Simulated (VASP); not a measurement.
# BaTiO3 (P4mm) in VASP: single point with r2SCAN

Aim: the single point of BaTiO3 with r2SCAN.

Everything below comes from runs of VASP 6.6.1. Logs are shortened: lines on timing, memory, paths and dates and some standing lists are left out, and cuts for length are marked.

### 1 The cell of the first run

The structure is tetragonal, space group P4mm (No. 99). The conventional cell has a = 3.974 Å, b = 3.974 Å, c = 3.991 Å, α = 90.00°, β = 90.00°, γ = 90.00°. Ba (site symmetry 4mm) has 12 O at 2.77 to 2.86 Å and 8 Ti at 3.41 to 3.49 Å within 3.7 Å. Ti (site symmetry 4mm) has 6 O at 1.86 to 2.13 Å within 2.5 Å. O (site symmetry 4mm) has 2 Ti at 1.86 to 2.13 Å within 2.5 Å. Within 2.6 Å of O (site symmetry 2mm) lie 2 Ti at 1.99 Å.

### 2 Single point, r2SCAN

POSCAR reads:

```
BaTiO3
1.0
    3.9738072800      0.0000000000      0.0000000000
    0.0000000000      3.9738072800      0.0000000000
    0.0000000000      0.0000000000      3.9907957300
Ba Ti O
1 1 3
Direct
    0.0000000000      0.0000000000      0.0000000000
    0.5000000000      0.5000000000      0.4820000000
    0.5000000000      0.5000000000      0.0160000000
    0.5000000000      0.0000000000      0.5150000000
    0.0000000000      0.5000000000      0.5150000000
```

INCAR.step1 reads:

```
SYSTEM = BaTiO3
PREC = Accurate
ENCUT = 520
ISMEAR = 0
SIGMA = 0.0775
LREAL = .False.
LASPH = .True.
NELM = 100
NBANDS = 28
GGA = PE
ALGO = Normal
EDIFF = 1E-4
LWAVE = .True.
LCHARG = .False.
```

INCAR.step2 reads:

```
SYSTEM = BaTiO3
PREC = Accurate
ENCUT = 520
EDIFF = 1E-6
ISMEAR = 0
SIGMA = 0.0775
LREAL = .False.
LASPH = .True.
NELM = 100
ALGO = Normal
ISIF = 2
LWAVE = .False.
LCHARG = .False.
METAGGA = R2SCAN
LMIXTAU = .True.
NBANDS = 28
ISTART = 1
```

KPOINTS reads:

```
Automatic mesh
0
Gamma
  7 7 7
  0 0 0
```

Potentials or basis: VASP PAW PBE potentials, release 64 (Ba_sv, Ti_sv, O).

Run with:

```bash
cat potpaw_PBE.64/Ba_sv/POTCAR potpaw_PBE.64/Ti_sv/POTCAR potpaw_PBE.64/O/POTCAR > POTCAR
cp INCAR.step1 INCAR
mpirun -np 1 vasp_std > vasp.out
cp INCAR.step2 INCAR
mpirun -np 1 vasp_std > vasp.out
```

OUTCAR:

```text
SYSTEM = BaTiO3
   PREC = Accurate
   ENCUT = 520
   EDIFF = 1E-6
   ISMEAR = 0
   LREAL = .False.
   LASPH = .True.
   NELM = 100
   ISIF = 2
   METAGGA = R2SCAN
   ISTART = 1

 ion  position               nearest neighbor table
   1  0.000  0.000  0.000-   4 2.77   5 2.77   5 2.77   4 2.77   3 2.81   3 2.81   3 2.81   3 2.81
                             4 2.86   5 2.86   5 2.86   4 2.86   2 3.41   2 3.41   2 3.41   2 3.41
   2  0.500  0.500  0.482-   3 1.86   4 1.99   5 1.99   4 1.99   5 1.99   3 2.13   1 3.41   1 3.41
                             1 3.41   1 3.41   1 3.49   1 3.49   1 3.49   1 3.49
   3  0.500  0.500  0.016-   2 1.86   2 2.13   1 2.81   1 2.81   1 2.81   1 2.81
   4  0.500  0.000  0.515-   2 1.99   2 1.99   1 2.77   1 2.77   1 2.86   1 2.86
   5  0.000  0.500  0.515-   2 1.99   2 1.99   1 2.77   1 2.77   1 2.86   1 2.86

  LATTYP: Found a simple tetragonal cell.
 ALAT       =     3.9738072800
 C/A-ratio  =     1.0042751067

  Lattice vectors:

 A1 = (   3.9738072800,   0.0000000000,   0.0000000000)
 A2 = (   0.0000000000,   3.9738072800,   0.0000000000)
 A3 = (   0.0000000000,   0.0000000000,   3.9907957300)

Analysis of symmetry for initial positions (statically):
=====================================================================
 Subroutine PRICEL returns:
 Original cell was already a primitive cell.

 Routine SETGRP: Setting up the symmetry group for a
 simple tetragonal supercell.

 Subroutine GETGRP returns: Found  8 space group operations
 (whereof  8 operations were pure point group operations)
 out of a pool of 16 trial point group operations.

The static configuration has the point symmetry C_4v.

Analysis of symmetry for dynamics (positions and initial velocities):
=====================================================================
 Subroutine PRICEL returns:
 Original cell was already a primitive cell.

 Routine SETGRP: Setting up the symmetry group for a
 simple tetragonal supercell.

 Subroutine GETGRP returns: Found  8 space group operations
 (whereof  8 operations were pure point group operations)
 out of a pool of 16 trial point group operations.

The dynamic configuration has the point symmetry C_4v.

 Subroutine INISYM returns: Found  8 space group operations
 (whereof  8 operations are pure point group operations),
 and found     1 'primitive' translations

----------------------------------------------------------------------------------------

                                     Primitive cell

  volume of cell :      63.0192

  direct lattice vectors                    reciprocal lattice vectors
     3.973807280  0.000000000  0.000000000     0.251647835  0.000000000  0.000000000
     0.000000000  3.973807280  0.000000000     0.000000000  0.251647835  0.000000000
     0.000000000  0.000000000  3.990795730     0.000000000  0.000000000  0.250576594

  length of vectors
     3.973807280  3.973807280  3.990795730     0.251647835  0.251647835  0.250576594

  position of ions in fractional coordinates (direct lattice)
     0.000000000  0.000000000  0.000000000
     0.500000000  0.500000000  0.482000000
     0.500000000  0.500000000  0.016000000
     0.500000000  0.000000000  0.515000000
     0.000000000  0.500000000  0.515000000

  ion indices of the primitive-cell ions
   primitive index   ion index
                 1           1
                 2           2
                 3           3
                 4           4
                 5           5

----------------------------------------------------------------------------------------

 KPOINTS: Automatic mesh

Automatic generation of k-mesh.
 Grid dimensions read from file:
 generate k-points for:    7    7    7

 Generating k-lattice:

  Cartesian coordinates                     Fractional coordinates (reciprocal lattice)
     0.035949691  0.000000000  0.000000000     0.142857143  0.000000000  0.000000000
     0.000000000  0.035949691  0.000000000     0.000000000  0.142857143  0.000000000
     0.000000000  0.000000000  0.035796656     0.000000000  0.000000000  0.142857143

  Length of vectors
     0.035949691  0.035949691  0.035796656

  Shift w.r.t. Gamma in fractional coordinates (k-lattice)
     0.000000000  0.000000000  0.000000000

 Subroutine IBZKPT returns following result:
 ===========================================

 Found     40 irreducible k-points:

 Following reciprocal coordinates:
            Coordinates               Weight
  0.000000  0.000000  0.000000      1.000000
  0.142857  0.000000  0.000000      4.000000
  0.285714  0.000000  0.000000      4.000000
  0.428571  0.000000  0.000000      4.000000
  0.142857  0.142857  0.000000      4.000000
  0.285714  0.142857  0.000000      8.000000
[... 16 lines left out ...]
  0.285714  0.000000  0.285714      8.000000
  0.428571  0.000000  0.285714      8.000000
 [... further k-points ...]
   k-points           NKPTS =     40   k-points in BZ     NKDIM =     40   number of bands    NBANDS=     28
   number of dos      NEDOS =    301   number of ions     NIONS =      5
   total plane-waves  NPLWV =  27000
   dimension x,y,z NGX =    30 NGY =   30 NGZ =   30
   dimension x,y,z NGXF=    60 NGYF=   60 NGZF=   60
   ions per type =               1   1   3
   NGX,Y,Z   is equivalent  to a cutoff of  12.55, 12.55, 12.50 a.u.
   NGXF,Y,Z  is equivalent  to a cutoff of  25.10, 25.10, 24.99 a.u.
 SYSTEM =  BaTiO3
   PREC   = accura    normal or accurate (medium, high low for compatibility)
   ISTART =      1    job   : 0-new  1-cont  2-samecut
   ICHARG =      0    charge: 1-file 2-atom 10-const
   ISPIN  =      1    spin polarized calculation?
   LNONCOLLINEAR =      F non collinear calculations
   LSORBIT =      F    spin-orbit coupling
   LASPH  =      T    aspherical Exc in radial PAW
   ENCUT  =  520.0 eV  38.22 Ry    6.18 a.u.   7.39  7.39  7.42*2*pi/ulx,y,z
   NELM   =    100;   NELMIN=  2; NELMDL=  0     # of ELM steps
   EDIFF  = 0.1E-05   stopping-criterion for ELM
   LREAL  =      F    real-space projection
   EDIFFG = 0.1E-04   stopping-criterion for IOM
   NSW    =      0    number of steps for IOM
   IBRION =     -1    ionic relax: 0-MD 1-quasi-New 2-CG
   NFREE  =      0    steps in history (QN), initial steepest desc. (CG)
   ISIF   =      2    stress and relaxation
   ISYM   =      2    0-nonsym 1-usesym 2-fastsym
   POTIM  = 0.5000    time-step for ionic-motion
   TEBEG  =    0.0;   TEEND  =   0.0 temperature during run
   PSTRESS=    0.0 pullay stress
   NELECT =      40.0000    total number of electrons
   NUPDOWN=      -1.0000    fix difference up-down
   EMIN   =  10.00;   EMAX   =-10.00  energy-range for DOS
   EFERMI =   0.00;   METHOD = LEGACY
   ISMEAR =     0;   SIGMA  =   0.08  broadening in eV -4-tet -1-fermi 0-gaus
   EFERMI_NEDOS =   21; number of points for ismear=-14 and -15
   IALGO  =     38    algorithm
   IMIX   =      4    mixing-type and parameters
     AMIX     =   0.40;   BMIX     =  1.00
     AMIX_MAG =   1.60;   BMIX_MAG =  1.00
  volume/ion in A,a.u.               =      12.60        85.05
  Fermi-wavevector in a.u.,A,eV,Ry     =   1.406923  2.658700 26.931828  1.979434
  Thomas-Fermi vector in A             =   2.529235
   LORBIT       =      0    0 simple, 1 ext, 2 COOP (PROOUT), +10 PAW based schemes
   METAGGA = R2SCAN    functional components
   LHFCALC =     F    Hartree Fock is set to
   AEXX    =    0.0000 exact exchange contribution
   IVDW    =     0    specifies the selected vdW correction
   LEPSILON=     F    determine dielectric tensor
   LRPA    =     F    only Hartree local field effects (RPA)
 non-spin polarized calculation
 Gauss-broadening in eV      SIGMA  =   0.08
  energy-cutoff  :      520.00
  volume of cell :       63.02
 maximum number of plane-waves:      1743
 NGX is ok and might be reduce to    30
   NGX = 15   NGY = 15   NGZ = 15

 number of electron      39.9999978 magnetization

 Free energy of the ion-electron system (eV)
  ---------------------------------------------------
  ext. energy  EPLUGINS =         0.00000000
  ---------------------------------------------------
  free energy    TOTEN  =       -74.21510133 eV

  energy without entropy =      -74.21510133  energy(sigma->0) =      -74.21510133

 E-fermi :   4.0486     XC(G=0): -12.0124

 val. band max:        3.6131298822   @ k =   0.4286   0.4286   0.4286
 cond. band min:       5.9324630267   @ k =   0.0000   0.0000   0.0000
 fundamental gap:      2.3193331446
 Fermi energy:         4.0485675384

 k-point     1 :       0.0000    0.0000    0.0000
  band No.  band energies     occupation
      1     -55.0182      2.00000
      2     -30.2367      2.00000
      3     -30.1861      2.00000
      4     -30.1861      2.00000
      5     -21.7817      2.00000
      6     -14.2368      2.00000
[... 20 lines left out ...]
     27       9.3188      0.00000
     28      12.1444      0.00000

 k-point     2 :       0.1429    0.0000    0.0000
  band No.  band energies     occupation
      1     -55.0180      2.00000
      2     -30.2363      2.00000
      3     -30.1982      2.00000
      4     -30.1856      2.00000
      5     -21.7552      2.00000
      6     -14.2615      2.00000
[... 20 lines left out ...]
     27       9.7152      0.00000
     28      12.6294      0.00000

 k-point     3 :       0.2857    0.0000    0.0000
  band No.  band energies     occupation
      1     -55.0174      2.00000
      2     -30.2353      2.00000
      3     -30.2254      2.00000
      4     -30.1847      2.00000
      5     -21.6945      2.00000
      6     -14.3767      2.00000
[... 20 lines left out ...]
     27      10.7557      0.00000
     28      12.7621      0.00000

 k-point     4 :       0.4286    0.0000    0.0000
  band No.  band energies     occupation
      1     -55.0170      2.00000
      2     -30.2471      2.00000
      3     -30.2344      2.00000
      4     -30.1839      2.00000
      5     -21.6446      2.00000
      6     -14.4994      2.00000
[... 578 lines left out ...]
     27      11.1504      0.00000
     28      13.0348      0.00000

 k-point    23 :       0.2857    0.0000    0.2857
  band No.  band energies     occupation
      1     -55.0167      2.00000
      2     -30.2728      2.00000
      3     -30.2235      2.00000
      4     -30.1834      2.00000
      5     -21.6297      2.00000
      6     -14.1739      2.00000
[... 20 lines left out ...]
     27      12.1855      0.00000
     28      13.1142      0.00000

 k-point    24 :       0.4286    0.0000    0.2857
  band No.  band energies     occupation
      1     -55.0162      2.00000
      2     -30.2717      2.00000
      3     -30.2449      2.00000
      4     -30.1826      2.00000
      5     -21.5912      2.00000
      6     -14.1694      2.00000
[... 20 lines left out ...]
     27      12.9282      0.00000
     28      13.3382      0.00000

 [... further k-points ...]

------------------------ aborting loop because EDIFF is reached ----------------------------------------

  FORCE on cell =-STRESS in cart. coord.  units (eV):
  Direction    XX          YY          ZZ          XY          YZ          ZX
  --------------------------------------------------------------------------------------
  -------------------------------------------------------------------------------------
  Total        1.8145736      1.8145736      2.5279181      0.0000000      0.0000000      0.0000000
  in kB       46.1330387     46.1330387     64.2688426      0.0000000      0.0000000      0.0000000
  external PRESSURE =      52.1783066 kB  Pullay stress =       0.0000000 kB

 VOLUME and BASIS-vectors are now :
 -----------------------------------------------------------------------------
  energy-cutoff  :      520.00
  volume of cell :       63.02
      direct lattice vectors                 reciprocal lattice vectors
     3.973807280  0.000000000  0.000000000     0.251647835  0.000000000  0.000000000
     0.000000000  3.973807280  0.000000000     0.000000000  0.251647835  0.000000000
     0.000000000  0.000000000  3.990795730     0.000000000  0.000000000  0.250576594

 POSITION                                       TOTAL-FORCE (eV/Angst)
 -----------------------------------------------------------------------------------
      0.00000      0.00000      0.00000        -0.000000      0.000000     -0.056283
      1.98690      1.98690      1.92356         0.000000     -0.000000      0.257758
      1.98690      1.98690      0.06385         0.000000     -0.000000      0.183296
      1.98690      0.00000      2.05526         0.000000      0.000000     -0.192386
      0.00000      1.98690      2.05526        -0.000000      0.000000     -0.192386
 -----------------------------------------------------------------------------------
    total drift:                                0.000000      0.000000     -0.002108

  FREE ENERGIE OF THE ION-ELECTRON SYSTEM (eV)
  ---------------------------------------------------
  free  energy   TOTEN  =       -74.2151013283 eV

  energy  without entropy=      -74.2151013283  energy(sigma->0) =      -74.21510133
```

Run time: 3.8 min. Hardware: 1 thread of Intel Xeon Platinum 8259CL at 2.50GHz (Skylake/Cascade Lake), shared host; peak memory 0.22 GiB.

Results:

* Free energy: -74.2151 eV
* Pressure: 5.2 GPa
* Largest force: 0.258 eV/Å
* Band gap on the k mesh: 2.32 eV, indirect (least direct gap 2.54 eV)

Forces in eV/Å, atoms in the order of the input:
```
Ba   0.000  0.000 -0.056
Ti   0.000  0.000  0.258
O    0.000  0.000  0.183
O    0.000  0.000 -0.192
O    0.000  0.000 -0.192
```

Levels at points of the mesh, in eV from the valence-band top:
| k point | band 17 | band 18 | band 19 | band 20 | band 21 | band 22 | band 23 | band 24 |
| --- | --- | --- | --- | --- | --- | --- | --- | --- |
| (0.00, 0.00, 0.00) | -1.11 | -0.26 | -0.22 | -0.22 | 2.32 | 2.61 | 2.61 | 4.51 |

Caveat: the PAW data sets were made with another functional, which shifts forces and pressure a little; spin-orbit coupling is left out, which moves the levels of the heavy elements. A k mesh can miss the band edges.
